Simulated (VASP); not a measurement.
A run of VASP 6.6.1:

The input POSCAR:

```
InP
1.0
    0.0000000000      2.9519763900      2.9519763900
    2.9519763900      0.0000000000      2.9519763900
    2.9519763900      2.9519763900      0.0000000000
In P
1 1
Direct
    0.0000000000      0.0000000000      0.0000000000
    0.7500000000      0.7500000000      0.7500000000
```

The input INCAR.step1:

```
PREC = Accurate
ENCUT = 600
ISMEAR = 0
SIGMA = 0.02
LREAL = False
LASPH = True
NELM = 60
GGA = PE
ALGO = Normal
EDIFF = 1E-4
LWAVE = True
LCHARG = False
```

File INCAR.step2:

```
PREC = Accurate
ENCUT = 600
EDIFF = 1E-6
ISMEAR = 0
SIGMA = 0.02
LREAL = False
LASPH = True
NELM = 60
ALGO = Normal
ISIF = 3
LWAVE = False
LCHARG = False
METAGGA = R2SCAN
LMIXTAU = True
IBRION = 2
NSW = 100
EDIFFG = -0.002
ISTART = 1
```

File KPOINTS:

```
Automatic mesh
0
Gamma
  8 8 8
```

Potentials or basis: VASP PAW PBE potentials, release 64 (In_d, P).

Command:

```sh
$ cat potpaw_PBE.64/In_d/POTCAR potpaw_PBE.64/P/POTCAR > POTCAR
$ cp INCAR.step1 INCAR
$ mpirun -np 1 vasp_std > vasp.out
$ cp INCAR.step2 INCAR
$ mpirun -np 1 vasp_std > vasp.out
```

Hardware: 1 thread of AMD EPYC 7R43 64-Core Processor (Zen 3), on a shared host.

Problem. Estimate the wall time of this run.

Solution. Wall time 3.7 min on 1 thread of AMD EPYC 7R43 64-Core Processor (Zen 3), with other jobs on the host, peak memory 0.19 GiB. Counts: k points 29, ion steps 2.
